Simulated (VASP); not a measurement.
# BeS5 (P4/mmm) in VASP: relaxation of cell and atoms with PBE

Aim: the relaxation of cell and atoms of BeS5 with PBE.

Everything below comes from runs of VASP 6.6.1. Logs are shortened: lines on timing, memory, paths and dates and some standing lists are left out, and cuts for length are marked.

## Step 1: The cell of the first run

Symmetry: P4/mmm, No. 123, tetragonal system. Conventional cell: a = 7.455 Å, b = 7.455 Å, c = 3.688 Å, α = 90.00°, β = 90.00°, γ = 90.00°. Within 2.4 Å of Be (site symmetry 4/mmm) lie 2 S at 1.84 Å. S (site symmetry 4/mmm) has 2 Be at 1.84 Å within 2.4 Å. Within 2.8 Å of S (site symmetry m2m) lie 2 S at 2.13 Å.

The cell was generated, and may not be a known phase.

## Step 2: Relaxation of cell and atoms, PBE

File INCAR:

```
PREC = Accurate
ENCUT = 600
EDIFF = 1E-7
ISMEAR = 0
SIGMA = 0.1
LREAL = False
LASPH = True
NELM = 80
ALGO = Normal
ISIF = 3
LWAVE = False
LCHARG = False
GGA = PE
IBRION = 2
NSW = 100
EDIFFG = -0.01
```

File KPOINTS:

```
regular mesh
0
Gamma
  6 6 10
```

File POSCAR:

```
BeS5
1.0
    7.4548290339      0.0000000000      0.0000000000
    0.0000000000      7.4548290339      0.0000000000
    0.0000000000      0.0000000000      3.6882683180
Be S
1 5
Direct
    0.5000000000      0.5000000000      0.0000000000
    0.5000000000      0.5000000000      0.5000000000
    0.1427582612      0.1427582612      0.0000000000
    0.8572417388      0.8572417388      0.0000000000
    0.8572417388      0.1427582612      0.0000000000
    0.1427582612      0.8572417388      0.0000000000
```

Potentials or basis: VASP PAW PBE potentials, release 64 (Be, S).

Command:

```console
cat potpaw_PBE.64/Be/POTCAR potpaw_PBE.64/S/POTCAR > POTCAR
mpirun -np 1 vasp_std > vasp.out
```

OUTCAR:

```text
PREC = Accurate
   ENCUT = 600
   EDIFF = 1E-7
   ISMEAR = 0
   LREAL = False
   LASPH = True
   NELM = 80
   ISIF = 3
   GGA = PE
   IBRION = 2
   NSW = 100
   EDIFFG = -0.01

 ion  position               nearest neighbor table
   1  0.500  0.500  0.000-   2 1.84   2 1.84
   2  0.500  0.500  0.500-   1 1.84   1 1.84
   3  0.143  0.143  0.000-   5 2.13   6 2.13
   4  0.857  0.857  0.000-   5 2.13   6 2.13
   5  0.857  0.143  0.000-   3 2.13   4 2.13
   6  0.143  0.857  0.000-   3 2.13   4 2.13

  LATTYP: Found a simple tetragonal cell.
 ALAT       =     7.4548290339
 C/A-ratio  =     0.4947488804

  Lattice vectors:

 A1 = (   7.4548290339,   0.0000000000,   0.0000000000)
 A2 = (   0.0000000000,   7.4548290339,   0.0000000000)
 A3 = (   0.0000000000,   0.0000000000,   3.6882683180)

Analysis of symmetry for initial positions (statically):
=====================================================================
 Subroutine PRICEL returns:
 Original cell was already a primitive cell.

 Routine SETGRP: Setting up the symmetry group for a
 simple tetragonal supercell.

 Subroutine GETGRP returns: Found 16 space group operations
 (whereof 16 operations were pure point group operations)
 out of a pool of 16 trial point group operations.

The static configuration has the point symmetry D_4h.

Analysis of symmetry for dynamics (positions and initial velocities):
=====================================================================
 Subroutine PRICEL returns:
 Original cell was already a primitive cell.

 Routine SETGRP: Setting up the symmetry group for a
 simple tetragonal supercell.

 Subroutine GETGRP returns: Found 16 space group operations
 (whereof 16 operations were pure point group operations)
 out of a pool of 16 trial point group operations.

The dynamic configuration has the point symmetry D_4h.

 Subroutine INISYM returns: Found 16 space group operations
 (whereof 16 operations are pure point group operations),
 and found     1 'primitive' translations

----------------------------------------------------------------------------------------

                                     Primitive cell

  volume of cell :     204.9736

  direct lattice vectors                    reciprocal lattice vectors
     7.454829034  0.000000000  0.000000000     0.134141239  0.000000000  0.000000000
     0.000000000  7.454829034  0.000000000     0.000000000  0.134141239  0.000000000
     0.000000000  0.000000000  3.688268318     0.000000000  0.000000000  0.271129949

  length of vectors
     7.454829034  7.454829034  3.688268318     0.134141239  0.134141239  0.271129949

  position of ions in fractional coordinates (direct lattice)
     0.500000000  0.500000000  0.000000000
     0.500000000  0.500000000  0.500000000
     0.142758261  0.142758261  0.000000000
     0.857241739  0.857241739  0.000000000
     0.857241739  0.142758261  0.000000000
     0.142758261  0.857241739  0.000000000

  ion indices of the primitive-cell ions
   primitive index   ion index
                 1           1
                 2           2
                 3           3
                 4           4
                 5           5
                 6           6

----------------------------------------------------------------------------------------

 KPOINTS: regular mesh

Automatic generation of k-mesh.
 Grid dimensions read from file:
 generate k-points for:    6    6   10

 Generating k-lattice:

  Cartesian coordinates                     Fractional coordinates (reciprocal lattice)
     0.022356873  0.000000000  0.000000000     0.166666667  0.000000000  0.000000000
     0.000000000  0.022356873  0.000000000     0.000000000  0.166666667  0.000000000
     0.000000000  0.000000000  0.027112995     0.000000000  0.000000000  0.100000000

  Length of vectors
     0.022356873  0.022356873  0.027112995

  Shift w.r.t. Gamma in fractional coordinates (k-lattice)
     0.000000000  0.000000000  0.000000000

 Subroutine IBZKPT returns following result:
 ===========================================

 Found     60 irreducible k-points:

 Following reciprocal coordinates:
            Coordinates               Weight
  0.000000  0.000000  0.000000      1.000000
  0.166667  0.000000  0.000000      4.000000
  0.333333  0.000000  0.000000      4.000000
  0.500000  0.000000  0.000000      2.000000
  0.166667  0.166667  0.000000      4.000000
  0.333333  0.166667  0.000000      8.000000
[... 16 lines left out ...]
  0.333333  0.000000  0.200000      8.000000
  0.500000  0.000000  0.200000      4.000000
 [... further k-points ...]
   k-points           NKPTS =     60   k-points in BZ     NKDIM =     60   number of bands    NBANDS=     20
   number of dos      NEDOS =    301   number of ions     NIONS =      6
   total plane-waves  NPLWV = 108000
   dimension x,y,z NGX =    60 NGY =   60 NGZ =   30
   dimension x,y,z NGXF=   120 NGYF=  120 NGZF=   60
   ions per type =               1   5
   NGX,Y,Z   is equivalent  to a cutoff of  13.38, 13.38, 13.52 a.u.
   NGXF,Y,Z  is equivalent  to a cutoff of  26.76, 26.76, 27.04 a.u.
 SYSTEM =  unknown system
   PREC   = accura    normal or accurate (medium, high low for compatibility)
   ISTART =      0    job   : 0-new  1-cont  2-samecut
   ICHARG =      2    charge: 1-file 2-atom 10-const
   ISPIN  =      1    spin polarized calculation?
   LNONCOLLINEAR =      F non collinear calculations
   LSORBIT =      F    spin-orbit coupling
   LASPH  =      T    aspherical Exc in radial PAW
   ENCUT  =  600.0 eV  44.10 Ry    6.64 a.u.  14.89 14.89  7.37*2*pi/ulx,y,z
   NELM   =     80;   NELMIN=  2; NELMDL= -5     # of ELM steps
   EDIFF  = 0.1E-06   stopping-criterion for ELM
   LREAL  =      F    real-space projection
   EDIFFG = -.1E-01   stopping-criterion for IOM
   NSW    =    100    number of steps for IOM
   IBRION =      2    ionic relax: 0-MD 1-quasi-New 2-CG
   NFREE  =      1    steps in history (QN), initial steepest desc. (CG)
   ISIF   =      3    stress and relaxation
   ISYM   =      2    0-nonsym 1-usesym 2-fastsym
   POTIM  = 0.5000    time-step for ionic-motion
   TEBEG  =    0.0;   TEEND  =   0.0 temperature during run
   PSTRESS=    0.0 pullay stress
   NELECT =      32.0000    total number of electrons
   NUPDOWN=      -1.0000    fix difference up-down
   EMIN   =  10.00;   EMAX   =-10.00  energy-range for DOS
   EFERMI =   0.00;   METHOD = LEGACY
   ISMEAR =     0;   SIGMA  =   0.10  broadening in eV -4-tet -1-fermi 0-gaus
   EFERMI_NEDOS =   21; number of points for ismear=-14 and -15
   IALGO  =     38    algorithm
   IMIX   =      4    mixing-type and parameters
     AMIX     =   0.40;   BMIX     =  1.00
     AMIX_MAG =   1.60;   BMIX_MAG =  1.00
  volume/ion in A,a.u.               =      34.16       230.54
  Fermi-wavevector in a.u.,A,eV,Ry     =   0.881507  1.665806 10.572458  0.777054
  Thomas-Fermi vector in A             =   2.002012
   LORBIT       =      0    0 simple, 1 ext, 2 COOP (PROOUT), +10 PAW based schemes
   GGA     = PE    functional components
   LHFCALC =     F    Hartree Fock is set to
   AEXX    =    0.0000 exact exchange contribution
   IVDW    =     0    specifies the selected vdW correction
   LEPSILON=     F    determine dielectric tensor
   LRPA    =     F    only Hartree local field effects (RPA)
 conjugate gradient relaxation of ions
 non-spin polarized calculation
 Gauss-broadening in eV      SIGMA  =   0.10
  energy-cutoff  :      600.00
  volume of cell :      204.97
 maximum number of plane-waves:      6868
 NGX is ok and might be reduce to    60
   NGX = 29   NGY = 29   NGZ = 15

--------------------------------------- Ionic step        1  -------------------------------------------

 number of electron      32.0000004 magnetization

 Free energy of the ion-electron system (eV)
  ---------------------------------------------------
  ext. energy  EPLUGINS =         0.00000000
  ---------------------------------------------------
  free energy    TOTEN  =       -22.53937493 eV

  energy without entropy =      -22.50341709  energy(sigma->0) =      -22.52139601

------------------------ aborting loop because EDIFF is reached ----------------------------------------

  FORCE on cell =-STRESS in cart. coord.  units (eV):
  Direction    XX          YY          ZZ          XY          YZ          ZX
  --------------------------------------------------------------------------------------
  -------------------------------------------------------------------------------------
  Total       -0.3592367     -0.3592367     -0.2295220      0.0000000     -0.0000000      0.0000000
  in kB       -2.8079757     -2.8079757     -1.7940605      0.0000000     -0.0000000      0.0000000
  external PRESSURE =      -2.4700040 kB  Pullay stress =       0.0000000 kB
[... 145 lines left out ...]
  energy  without entropy=      -22.5049872177  energy(sigma->0) =      -22.52287228

--------------------------------------- Ionic step        5  -------------------------------------------

 number of electron      32.0000004 magnetization

 Free energy of the ion-electron system (eV)
  ---------------------------------------------------
  ext. energy  EPLUGINS =         0.00000000
  ---------------------------------------------------
  free energy    TOTEN  =       -22.54083415 eV

  energy without entropy =      -22.50511062  energy(sigma->0) =      -22.52297239

 E-fermi :   0.9718     XC(G=0):  -6.6136

 val. band max:        0.9694366095   @ k =   0.1667   0.1667   0.2000
 cond. band min:       0.9736926428   @ k =   0.3333   0.0000   0.2000
 fundamental gap:      0.0042560333
 Fermi energy:         0.9718097176

 k-point     1 :       0.0000    0.0000    0.0000
  band No.  band energies     occupation
      1     -16.7184      2.00000
      2     -13.2618      2.00000
      3     -13.2618      2.00000
      4     -12.4013      2.00000
      5      -9.3484      2.00000
      6      -6.3731      2.00000
[... 12 lines left out ...]
     19       3.4106      0.00000
[... 513 lines left out ...]
      4     -12.3689      2.00000
      5      -9.2771      2.00000
      6      -6.2957      2.00000
[... 12 lines left out ...]
     19       3.3399      0.00000
     20       3.9390      0.00000

 [... further k-points ...]

------------------------ aborting loop because EDIFF is reached ----------------------------------------

  FORCE on cell =-STRESS in cart. coord.  units (eV):
  Direction    XX          YY          ZZ          XY          YZ          ZX
  --------------------------------------------------------------------------------------
  -------------------------------------------------------------------------------------
  Total        0.0156255      0.0156255     -0.0013709      0.0000000      0.0000000      0.0000000
  in kB        0.1226349      0.1226349     -0.0107593      0.0000000      0.0000000      0.0000000
  external PRESSURE =       0.0781701 kB  Pullay stress =       0.0000000 kB
[... 21 lines left out ...]
  FREE ENERGIE OF THE ION-ELECTRON SYSTEM (eV)
  ---------------------------------------------------
  free  energy   TOTEN  =       -22.5408341477 eV

  energy  without entropy=      -22.5051106241  energy(sigma->0) =      -22.52297239

 reached required accuracy - stopping structural energy minimisation
```

It took 14 min on 1 thread of Intel Xeon Platinum 8488C (Sapphire Rapids), shared host; peak memory 0.49 GiB.

Results:

| Quantity | Value |
| --- | --- |
| Free energy | -22.5408 eV |
| Relaxed volume | 34.02 Å³/atom |
| Relaxed cell | a = 7.446 Å, b = 7.446 Å, c = 3.682 Å, α = 90.00°, β = 90.00°, γ = 90.00° |
| Space group after relaxing (to 0.1 Å) | P4/mmm (No. 123) |
| Energy gained by relaxing | 0.2 meV/atom |
| Ionic steps | 5 |
| Pressure after relaxing | 0.0 GPa |
| Largest force after relaxing | 0.007 eV/Å |
| Band gap on the k mesh | zero (bands 16 and 17 overlap by 0.33 eV) |

Forces in eV/Å, atoms in the order of the input:
```
Be   0.000  0.000  0.000
S    0.000  0.000  0.000
S   -0.005 -0.005  0.000
S    0.005  0.005  0.000
S    0.005 -0.005  0.000
S   -0.005  0.005  0.000
```

The path:
| step | energy change (eV) | largest force (eV/Å) | pressure (GPa) | volume (Å³) |
| --- | --- | --- | --- | --- |
| 1 | 0.0000 | 0.1304 | -0.25 | 204.97 |
| 2 | 0.0003 | 0.1507 | 0.26 | 203.42 |
| 3 | -0.0014 | 0.0010 | -0.01 | 204.23 |
| 4 | -0.0014 | 0.0016 | -0.02 | 204.25 |
| 5 | -0.0015 | 0.0071 | 0.01 | 204.14 |

Final structure:
```
CELL_PARAMETERS angstrom
7.44629 0.00000 0.00000
0.00000 7.44629 0.00000
0.00000 0.00000 3.68171
ATOMIC_POSITIONS crystal
Be 0.50000 0.50000 0.00000
S 0.50000 0.50000 0.50000
S 0.14247 0.14247 0.00000
S 0.85753 0.85753 0.00000
S 0.85753 0.14247 0.00000
S 0.14247 0.85753 0.00000
```

Levels at points of the mesh, in eV from the Fermi level:
| k point | band 13 | band 14 | band 15 | band 16 | band 17 | band 18 | band 19 | band 20 |
| --- | --- | --- | --- | --- | --- | --- | --- | --- |
| (0.00, 0.00, 0.00) | -3.10 | -1.82 | -1.82 | 0.21 | 0.21 | 0.56 | 2.44 | 2.48 |
| (0.50, 0.00, 0.00) | -3.27 | -1.82 | -1.82 | -0.28 | 0.19 | 0.55 | 2.32 | 2.85 |
| (0.50, 0.50, 0.00) | -3.20 | -1.83 | -1.83 | -0.10 | -0.10 | 0.55 | 1.80 | 2.14 |
| (0.00, 0.00, 0.50) | -3.47 | -2.15 | -2.15 | -0.91 | 0.45 | 0.45 | 1.84 | 1.84 |
| (0.50, 0.00, 0.50) | -3.43 | -2.27 | -2.20 | -0.80 | 0.22 | 0.48 | 1.33 | 1.65 |
| (0.50, 0.50, 0.50) | -3.50 | -2.14 | -2.14 | -0.94 | 0.07 | 0.07 | 2.03 | 2.03 |

Caveat: semilocal functionals underestimate gaps, and a narrow one can read as zero.
